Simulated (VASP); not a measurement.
# MgO (P6_3mc) in VASP: further runs

The runs below take MgO through single point, with PBE-based screened hybrid with 25 % exact exchange.

Everything below comes from runs of VASP 6.6.1. Logs are shortened: lines on timing, memory, paths and dates and some standing lists are left out, and cuts for length are marked.

### Step 1. The cell of the first run

Symmetry: P6_3mc, No. 186, hexagonal system. Conventional cell: a = 3.308 Å, b = 3.308 Å, c = 4.983 Å, α = 90.00°, β = 90.00°, γ = 120.00°. Mg (site symmetry 3m) has 4 O at 1.97 to 1.99 Å within 2.6 Å. O (site symmetry 3m) has 4 Mg at 1.97 to 1.99 Å within 2.6 Å.

### Step 2. Single point, PBE-based screened hybrid with 25 % exact exchange

The input, POSCAR:

```
MgO
1.0
    3.3077869865      0.0000000000      0.0000000000
   -1.6538934933      2.8646275606      0.0000000000
    0.0000000000      0.0000000000      4.9828816700
Mg O
2 2
Direct
    0.6666666667      0.3333333333      0.5021597400
    0.3333333333      0.6666666667      0.0021597400
    0.6666666667      0.3333333333      0.9024402600
    0.3333333333      0.6666666667      0.4024402600
```

The input, INCAR.step1:

```
SYSTEM = MgO
  ALGO = Normal
  EDIFF = 1E-5
  ENCUT = 520
  GGA = PE
  ISIF = 2
  ISMEAR = -1
  LASPH = .TRUE.
  LREAL = .FALSE.
  LWAVE = .TRUE.
  NBANDS = 16
  NELM = 100
  PREC = Accurate
  SIGMA = 0.05
```

The input, INCAR.step2:

```
SYSTEM = MgO
  AEXX = 0.25
  ALGO = Normal
  EDIFF = 1E-6
  ENCUT = 520
  GGA = PE
  HFSCREEN = 0.1
  ISIF = 2
  ISMEAR = -1
  ISTART = 1
  LASPH = .TRUE.
  LCHARG = .TRUE.
  LELF = .TRUE.
  LHFCALC = .TRUE.
  LREAL = .FALSE.
  LVHAR = .TRUE.
  LWAVE = .FALSE.
  NBANDS = 16
  NELM = 100
  PREC = Accurate
  PRECFOCK = Normal
  SIGMA = 0.05
```

The input, KPOINTS:

```
k-points
0
G
  5 5 3
  0 0 0
```

Potentials or basis: VASP PAW PBE potentials, release 64 (Mg, O).

On the command line:

```sh
cat potpaw_PBE.64/Mg/POTCAR potpaw_PBE.64/O/POTCAR > POTCAR
cp INCAR.step1 INCAR
mpirun -np 1 vasp_std > vasp.out
cp INCAR.step2 INCAR
mpirun -np 1 vasp_std > vasp.out
```

OUTCAR:

```text
SYSTEM = MgO
   AEXX = 0.25
   EDIFF = 1E-6
   ENCUT = 520
   GGA = PE
   HFSCREEN = 0.1
   ISIF = 2
   ISMEAR = -1
   ISTART = 1
   LASPH = .TRUE.
   LHFCALC = .TRUE.
   LREAL = .FALSE.
   NELM = 100
   PREC = Accurate
   PRECFOCK = Normal

 ion  position               nearest neighbor table
   1  0.667  0.333  0.502-   4 1.97   4 1.97   4 1.97   3 1.99   2 3.14   2 3.14   2 3.14   2 3.14
                             2 3.14   2 3.14
   2  0.333  0.667  0.002-   3 1.97   3 1.97   3 1.97   4 1.99   1 3.14   1 3.14   1 3.14   1 3.14
                             1 3.14   1 3.14
   3  0.667  0.333  0.902-   2 1.97   2 1.97   2 1.97   1 1.99
   4  0.333  0.667  0.402-   1 1.97   1 1.97   1 1.97   2 1.99

  LATTYP: Found a hexagonal cell.
 ALAT       =     3.3077869865
 C/A-ratio  =     1.5064094787

  Lattice vectors:

 A1 = (   3.3077869865,   0.0000000000,   0.0000000000)
 A2 = (  -1.6538934933,   2.8646275606,   0.0000000000)
 A3 = (   0.0000000000,   0.0000000000,   4.9828816700)

Analysis of symmetry for initial positions (statically):
=====================================================================
 Subroutine PRICEL returns:
 Original cell was already a primitive cell.

 Routine SETGRP: Setting up the symmetry group for a
 hexagonal supercell.

 Subroutine GETGRP returns: Found 12 space group operations
 (whereof  6 operations were pure point group operations)
 out of a pool of 24 trial point group operations.

The static configuration has the point symmetry C_3v.
 The point group associated with its full space group is C_6v.

Analysis of symmetry for dynamics (positions and initial velocities):
=====================================================================
 Subroutine PRICEL returns:
 Original cell was already a primitive cell.

 Routine SETGRP: Setting up the symmetry group for a
 hexagonal supercell.

 Subroutine GETGRP returns: Found 12 space group operations
 (whereof  6 operations were pure point group operations)
 out of a pool of 24 trial point group operations.

The dynamic configuration has the point symmetry C_3v.
 The point group associated with its full space group is C_6v.

 Subroutine INISYM returns: Found 12 space group operations
 (whereof  6 operations are pure point group operations),
 and found     1 'primitive' translations

----------------------------------------------------------------------------------------

                                     Primitive cell

  volume of cell :      47.2157

  direct lattice vectors                    reciprocal lattice vectors
     3.307786987  0.000000000  0.000000000     0.302316928  0.174542760  0.000000000
    -1.653893493  2.864627561  0.000000000     0.000000000  0.349085519  0.000000000
     0.000000000  0.000000000  4.982881670     0.000000000  0.000000000  0.200687086

  length of vectors
     3.307786987  3.307786987  4.982881670     0.349085519  0.349085519  0.200687086

  position of ions in fractional coordinates (direct lattice)
     0.666666667  0.333333333  0.502159740
     0.333333333  0.666666667  0.002159740
     0.666666667  0.333333333  0.902440260
     0.333333333  0.666666667  0.402440260

  ion indices of the primitive-cell ions
   primitive index   ion index
                 1           1
                 2           2
                 3           3
                 4           4

----------------------------------------------------------------------------------------

 KPOINTS: k-points

Automatic generation of k-mesh.
 Grid dimensions read from file:
 generate k-points for:    5    5    3

 Generating k-lattice:

  Cartesian coordinates                     Fractional coordinates (reciprocal lattice)
     0.060463386  0.034908552  0.000000000     0.200000000  0.000000000  0.000000000
     0.000000000  0.069817104  0.000000000     0.000000000  0.200000000  0.000000000
     0.000000000  0.000000000  0.066895695     0.000000000  0.000000000  0.333333333

  Length of vectors
     0.069817104  0.069817104  0.066895695

  Shift w.r.t. Gamma in fractional coordinates (k-lattice)
     0.000000000  0.000000000  0.000000000

 Subroutine IBZKPT returns following result:
 ===========================================

 Found     10 irreducible k-points:

 Following reciprocal coordinates:
            Coordinates               Weight
  0.000000  0.000000  0.000000      1.000000
  0.200000 -0.000000  0.000000      6.000000
  0.400000  0.000000  0.000000      6.000000
  0.200000  0.200000  0.000000      6.000000
  0.400000  0.200000  0.000000      6.000000
  0.000000  0.000000  0.333333      2.000000
  0.200000 -0.000000  0.333333     12.000000
  0.400000  0.000000  0.333333     12.000000
  0.200000  0.200000  0.333333     12.000000
  0.400000  0.200000  0.333333     12.000000
   k-points           NKPTS =     10   k-points in BZ     NKDIM =     75   number of bands    NBANDS=     16
   number of dos      NEDOS =    301   number of ions     NIONS =      4
[... 77 lines left out ...]
 Fermi energy:         0.7473801560

 k-point     1 :       0.0000    0.0000    0.0000
  band No.  band energies     occupation
      1     -18.0673      2.00000
      2     -17.2131      2.00000
      3      -3.7909      2.00000
      4      -1.1364      2.00000
      5      -1.1364      2.00000
      6      -0.7487      2.00000
[... 8 lines left out ...]
     15      18.5806      0.00000
     16      18.5806      0.00000

 k-point     2 :       0.2000   -0.0000    0.0000
  band No.  band energies     occupation
      1     -17.8703      2.00000
      2     -17.1546      2.00000
      3      -3.3927      2.00000
      4      -2.0710      2.00000
      5      -1.6001      2.00000
      6      -1.3690      2.00000
[... 8 lines left out ...]
     15      17.3823      0.00000
     16      17.6332      0.00000

 k-point     3 :       0.4000    0.0000    0.0000
  band No.  band energies     occupation
      1     -17.4812      2.00000
      2     -17.1125      2.00000
      3      -3.3928      2.00000
      4      -2.5367      2.00000
      5      -2.4042      2.00000
      6      -1.6652      2.00000
[... 8 lines left out ...]
     15      16.4165      0.00000
     16      18.0794      0.00000

 k-point     4 :       0.2000    0.2000    0.0000
  band No.  band energies     occupation
      1     -17.5714      2.00000
      2     -17.1075      2.00000
      3      -2.9081      2.00000
      4      -2.7402      2.00000
      5      -2.3693      2.00000
      6      -1.6045      2.00000
[... 8 lines left out ...]
     15      16.4098      0.00000
     16      18.1500      0.00000

 k-point     5 :       0.4000    0.2000    0.0000
  band No.  band energies     occupation
      1     -17.3117      2.00000
      2     -17.1465      2.00000
      3      -3.3778      2.00000
      4      -2.4486      2.00000
      5      -2.1867      2.00000
      6      -1.9160      2.00000
[... 8 lines left out ...]
     15      15.8633      0.00000
     16      18.1681      0.00000

 k-point     6 :       0.0000    0.0000    0.3333
  band No.  band energies     occupation
      1     -17.8653      2.00000
      2     -17.4392      2.00000
      3      -3.1388      2.00000
      4      -1.4934      2.00000
      5      -1.0435      2.00000
      6      -1.0435      2.00000
[... 8 lines left out ...]
     15      17.2217      0.00000
     16      17.2217      0.00000

 k-point     7 :       0.2000   -0.0000    0.3333
  band No.  band energies     occupation
      1     -17.6973      2.00000
      2     -17.3397      2.00000
      3      -3.1111      2.00000
      4      -2.3366      2.00000
      5      -1.4860      2.00000
      6      -1.2249      2.00000
[... 8 lines left out ...]
     15      17.1127      0.00000
     16      17.3384      0.00000

 k-point     8 :       0.4000    0.0000    0.3333
  band No.  band energies     occupation
      1     -17.3847      2.00000
      2     -17.1998      2.00000
      3      -3.6058      2.00000
      4      -3.2132      2.00000
      5      -1.5521      2.00000
      6      -1.4730      2.00000
[... 8 lines left out ...]
     15      16.6943      0.00000
     16      17.7072      0.00000

 k-point     9 :       0.2000    0.2000    0.3333
  band No.  band energies     occupation
      1     -17.4534      2.00000
      2     -17.2210      2.00000
      3      -3.2067      2.00000
      4      -3.0676      2.00000
      5      -1.7747      2.00000
      6      -1.5414      2.00000
[... 8 lines left out ...]
     15      16.2665      0.00000
     16      18.7515      0.00000

 k-point    10 :       0.4000    0.2000    0.3333
  band No.  band energies     occupation
      1     -17.2632      2.00000
      2     -17.1802      2.00000
      3      -3.4404      2.00000
      4      -3.1083      2.00000
      5      -2.3438      2.00000
      6      -1.7735      2.00000
[... 8 lines left out ...]
     15      16.3660      0.00000
     16      18.7246      0.00000

------------------------ aborting loop because EDIFF is reached ----------------------------------------

  FORCE on cell =-STRESS in cart. coord.  units (eV):
  Direction    XX          YY          ZZ          XY          YZ          ZX
  --------------------------------------------------------------------------------------
  -------------------------------------------------------------------------------------
  Total       -0.2840219     -0.2840219     -0.1296729      0.0000000      0.0000000      0.0000000
  in kB       -9.6377610     -9.6377610     -4.4002112      0.0000000      0.0000000      0.0000000
  external PRESSURE =      -7.8919111 kB  Pullay stress =       0.0000000 kB

 VOLUME and BASIS-vectors are now :
 -----------------------------------------------------------------------------
  energy-cutoff  :      520.00
  volume of cell :       47.22
      direct lattice vectors                 reciprocal lattice vectors
     3.307786987  0.000000000  0.000000000     0.302316928  0.174542760  0.000000000
    -1.653893493  2.864627561  0.000000000     0.000000000  0.349085519  0.000000000
     0.000000000  0.000000000  4.982881670     0.000000000  0.000000000  0.200687086

 POSITION                                       TOTAL-FORCE (eV/Angst)
 -----------------------------------------------------------------------------------
      1.65389      0.95488      2.50220        -0.000000      0.000000      0.032221
     -0.00000      1.90975      0.01076         0.000000     -0.000000      0.032221
      1.65389      0.95488      4.49675        -0.000000     -0.000000     -0.032221
     -0.00000      1.90975      2.00531         0.000000      0.000000     -0.032221
 -----------------------------------------------------------------------------------
    total drift:                               -0.000000     -0.000000      0.000581

  FREE ENERGIE OF THE ION-ELECTRON SYSTEM (eV)
  ---------------------------------------------------
  free  energy   TOTEN  =       -28.6153737990 eV

  energy  without entropy=      -28.6153737990  energy(sigma->0) =      -28.61537380
```

It took 6.1 min on 1 thread of AMD EPYC 7R13 (Zen 3), shared host; peak memory 0.24 GiB.

What came out:

```
Free energy            : -28.6154 eV
Pressure               : -0.8 GPa
Largest force          : 0.032 eV/Å
Band gap on the k mesh : 5.40 eV
```

Forces on the atoms (eV/Å):
```
Mg   0.000  0.000  0.032
Mg   0.000  0.000  0.032
O    0.000  0.000 -0.032
O    0.000  0.000 -0.032
```

Stress tensor (GPa, compression positive):
```
-0.96  0.00  0.00
 0.00 -0.96  0.00
 0.00  0.00 -0.44
```

Levels at points of the mesh, in eV from the valence-band top:
| k point | band 6 | band 7 | band 8 | band 9 | band 10 | band 11 |
| --- | --- | --- | --- | --- | --- | --- |
| (0.00, 0.00, 0.00) | -0.48 | -0.48 | 0.00 | 5.40 | 10.68 | 12.68 |

Caveat: the k points lie up to 0.44 Å⁻¹ apart; the PAW data sets were made with another functional, which shifts forces and pressure a little.

### Step 3. Single point, PBE-based screened hybrid with 25 % exact exchange

POSCAR is that of step 2.

The input, INCAR.step1:

```
ALGO = Normal ; EDIFF = 1E-5
ENCUT = 520 ; GGA = PE
ISIF = 2 ; ISMEAR = -1
LASPH = True ; LCHARG = False
LREAL = False ; LWAVE = True
NBANDS = 16 ; NELM = 100
PREC = Accurate ; SIGMA = 0.05
```

The input, INCAR.step2:

```
AEXX = 0.25 ; ALGO = Normal
EDIFF = 1E-6 ; ENCUT = 520
GGA = PE ; HFSCREEN = 0.15
ISIF = 2 ; ISMEAR = -1
ISTART = 1 ; LASPH = True
LCHARG = False ; LHFCALC = True
LREAL = False ; LWAVE = False
NBANDS = 16 ; NELM = 100
PREC = Accurate ; PRECFOCK = Normal
SIGMA = 0.05
```

The input, KPOINTS:

```
k-points
0
Gamma
  5 5 3
```

Potentials or basis: VASP PAW PBE potentials, release 64 (Mg, O).

On the command line:

```sh
cat potpaw_PBE.64/Mg/POTCAR potpaw_PBE.64/O/POTCAR > POTCAR
cp INCAR.step1 INCAR
mpirun -np 1 vasp_std > vasp.out
cp INCAR.step2 INCAR
mpirun -np 1 vasp_std > vasp.out
```

Wall time 6.3 min (1 thread of AMD EPYC 7R13 (Zen 3), shared host); peak memory 0.24 GiB.

Results (log left out):

- Free energy: -28.3369 eV
- Pressure: -0.7 GPa
- Largest force: 0.032 eV/Å
- Band gap on the k mesh: 5.22 eV

Forces in eV/Å, atoms in the order of the input:
```
Mg   0.000  0.000  0.032
Mg   0.000  0.000  0.032
O    0.000  0.000 -0.032
O    0.000  0.000 -0.032
```

Stress tensor (GPa, compression positive):
```
-0.90  0.00  0.00
 0.00 -0.90  0.00
 0.00  0.00 -0.38
```

Levels at points of the mesh, in eV from the valence-band top:
| k point | band 5 | band 6 | band 7 | band 8 | band 9 | band 10 | band 11 | band 12 |
| --- | --- | --- | --- | --- | --- | --- | --- | --- |
| (0.00, 0.00, 0.00) | -0.87 | -0.48 | -0.48 | 0.00 | 5.22 | 10.49 | 12.50 | 16.17 |

Caveat: the k points lie up to 0.44 Å⁻¹ apart; the PAW data sets were made with another functional, which shifts forces and pressure a little.

### Step 4. Single point, PBE-based screened hybrid with 25 % exact exchange

POSCAR is that of step 3.

The input, INCAR.step1:

```
  PREC = Accurate
  ENCUT = 520
  EDIFF = 1E-5
  ISMEAR = -1
  SIGMA = 0.05
  LREAL = F
  LASPH = T
  NELM = 60
  ALGO = Normal
  ISIF = 2
  LWAVE = T
  LCHARG = F
  GGA = PE
  NBANDS = 16
```

The input, INCAR.step2:

```
  PREC = Accurate
  ENCUT = 520
  EDIFF = 1E-7
  ISMEAR = -1
  SIGMA = 0.05
  LREAL = F
  LASPH = T
  NELM = 60
  ALGO = Normal
  ISIF = 2
  LWAVE = F
  LCHARG = F
  GGA = PE
  LHFCALC = T
  AEXX = 0.25
  HFSCREEN = 0.2
  PRECFOCK = Normal
  ISTART = 1
  NBANDS = 16
```

The input, KPOINTS:

```
Automatic mesh
0
Gamma
  5 5 3
```

On the command line:

```sh
cat potpaw_PBE.64/Mg/POTCAR potpaw_PBE.64/O/POTCAR > POTCAR
cp INCAR.step1 INCAR
mpirun -np 1 vasp_std > vasp.out
cp INCAR.step2 INCAR
mpirun -np 1 vasp_std > vasp.out
```

It took 8.4 min on 1 thread of AMD EPYC 7R13 (Zen 3), shared host; peak memory 0.24 GiB.

Results (log left out):

```yaml
Free_energy: -28.0688 eV
Pressure: -0.7 GPa
Largest_force: 0.032 eV/Å
Band_gap_on_the_k_mesh: 5.07 eV
```

Forces in eV/Å, atoms in the order of the input:
```
Mg   0.000  0.000  0.032
Mg   0.000  0.000  0.032
O    0.000  0.000 -0.032
O    0.000  0.000 -0.032
```

Stress tensor (GPa, compression positive):
```
-0.84  0.00  0.00
 0.00 -0.84  0.00
 0.00  0.00 -0.31
```

Levels at points of the mesh, in eV from the valence-band top:
```
           k point  band 4  band 5  band 6  band 7  band 8  band 9  band 10  band 11  band 12  band 13
(0.00, 0.00, 0.00)   -0.86   -0.86   -0.48   -0.48    0.00    5.07    10.32    12.33    16.00    16.00
```

Caveat: the k points lie up to 0.44 Å⁻¹ apart; the PAW data sets were made with another functional, which shifts forces and pressure a little.

### Step 5. Single point, PBE-based screened hybrid with 25 % exact exchange

POSCAR is that of step 4.

The input, INCAR.step1:

```
SYSTEM = MgO
PREC = Accurate
ENCUT = 520
EDIFF = 1E-5
ISMEAR = -1
SIGMA = 0.05
LREAL = .False.
LASPH = .True.
NELM = 80
ALGO = Normal
ISIF = 2
LWAVE = .True.
LCHARG = .False.
GGA = PE
NBANDS = 16
```

The input, INCAR.step2:

```
SYSTEM = MgO
PREC = Accurate
ENCUT = 520
EDIFF = 1E-7
ISMEAR = -1
SIGMA = 0.05
LREAL = .False.
LASPH = .True.
NELM = 80
ALGO = Normal
ISIF = 2
LWAVE = .False.
LCHARG = .False.
GGA = PE
LHFCALC = .True.
AEXX = 0.25
HFSCREEN = 0.3
PRECFOCK = Normal
ISTART = 1
NBANDS = 16
```

The input, KPOINTS:

```
Automatic mesh
0
Gamma
  5 5 3
  0 0 0
```

On the command line:

```sh
cat potpaw_PBE.64/Mg/POTCAR potpaw_PBE.64/O/POTCAR > POTCAR
cp INCAR.step1 INCAR
mpirun -np 1 vasp_std > vasp.out
cp INCAR.step2 INCAR
mpirun -np 1 vasp_std > vasp.out
```

Wall time 8.3 min (1 thread of AMD EPYC 7R13 (Zen 3), shared host); peak memory 0.24 GiB.

Results (log left out):

```
Free energy            : -27.5502 eV
Pressure               : -0.5 GPa
Largest force          : 0.032 eV/Å
Band gap on the k mesh : 4.81 eV
```

Forces in eV/Å, atoms in the order of the input:
```
Mg   0.000  0.000  0.032
Mg   0.000  0.000  0.032
O    0.000  0.000 -0.032
O    0.000  0.000 -0.032
```

Stress tensor (GPa, compression positive):
```
-0.71  0.00  0.00
 0.00 -0.71  0.00
 0.00  0.00 -0.17
```

Levels at points of the mesh, in eV from the valence-band top:
| k point | band 6 | band 7 | band 8 | band 9 | band 10 | band 11 |
| --- | --- | --- | --- | --- | --- | --- |
| (0.00, 0.00, 0.00) | -0.48 | -0.48 | 0.00 | 4.81 | 10.03 | 12.02 |

Caveat: the k points lie up to 0.44 Å⁻¹ apart; the PAW data sets were made with another functional, which shifts forces and pressure a little.

### Step 6. Overview

| screening parameter | gap on the mesh (eV) | pressure (GPa) | largest force (eV/Å) |
| --- | --- | --- | --- |
| 0.1 1/Å | 5.40 | -0.8 | 0.03 |
| 0.15 1/Å | 5.22 | -0.7 | 0.03 |
| 0.2 1/Å | 5.07 | -0.7 | 0.03 |
| 0.3 1/Å | 4.81 | -0.5 | 0.03 |

Alike in all rows: task single point; level PBE-based screened hybrid with 25 % exact exchange; potentials or basis VASP PAW PBE potentials, release 64 (Mg, O); no spin polarisation; cell as given; k mesh 5 × 5 × 3; cutoff (eV) 520; smearing fermi-dirac 0.05 eV.

Caveats: all runs use coarse meshes; the PAW data sets were made with another functional, which shifts forces and pressure a little.

Absolute energies hang on the potentials; compare differences alone.
